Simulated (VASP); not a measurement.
A run of VASP 6.6.1 is set up as follows.

Contents of INCAR:

```
PREC     = Accurate       # precision mode
ENCUT    = 520            # plane-wave cutoff, eV
EDIFF    = 1E-6           # SCF threshold, eV
ISMEAR   = 0              # smearing method
SIGMA    = 0.05           # smearing width, eV
LREAL    = F              # projectors in reciprocal space
LASPH    = T              # aspherical terms in the spheres
NELM     = 60             # most SCF steps
ALGO     = Normal         # electronic algorithm
ISIF     = 2              # what is computed and relaxed
LWAVE    = F              # write WAVECAR
LCHARG   = T              # write CHGCAR
LDIPOL   = T            
IDIPOL   = 3            
DIPOL    = 0.5 0.5 0.447
GGA      = PE             # functional
IVDW     = 12             # dispersion correction
LELF     = T              # ELF
LVHAR    = T            
LVACPOTAV= T            
NBANDS   = 64             # bands
```

File KPOINTS:

```
Automatic mesh
0
Gamma
  3 3 1
```

The input POSCAR:

```
SnSe2
1.0
    7.6780971922      0.0000000000      0.0000000000
   -3.8390485961      6.6494272212      0.0000000000
    0.0000000000      0.0000000000     21.4603039997
Se Sn
8 4
Direct
    0.3333333333      0.1666666667      0.3727812989
    0.3333333333      0.6666666667      0.3727812989
    0.8333333333      0.1666666667      0.3727812989
    0.8333333333      0.6666666667      0.3727812989
    0.1669810563      0.3337073922      0.5213607481
    0.1659558842      0.8334601997      0.5213214994
    0.6666303064      0.3333393230      0.5213467495
    0.6673097934      0.8336773813      0.5213850890
    0.0001309908      0.0002693645      0.4470812584
    0.0000010470      0.5000575966      0.4470404096
    0.4998853993     -0.0001581025      0.4471234467
    0.5001918876      0.5001794743      0.4470052105
```

Potentials or basis: VASP PAW PBE potentials, release 64 (Se, Sn_d).

Launch:

```sh
$ cat potpaw_PBE.64/Se/POTCAR potpaw_PBE.64/Sn_d/POTCAR > POTCAR
$ mpirun -np 1 vasp_std > vasp.out
```

(1) Predict the largest force.

(2) Estimate the band gap on the k mesh.

## Answers

(1) 0.039 eV/Å.

(2) 0.79 eV.

Caveat: semilocal functionals underestimate gaps, and a narrow one can read as zero; spin-orbit coupling is left out, which moves the levels of the heavy elements.
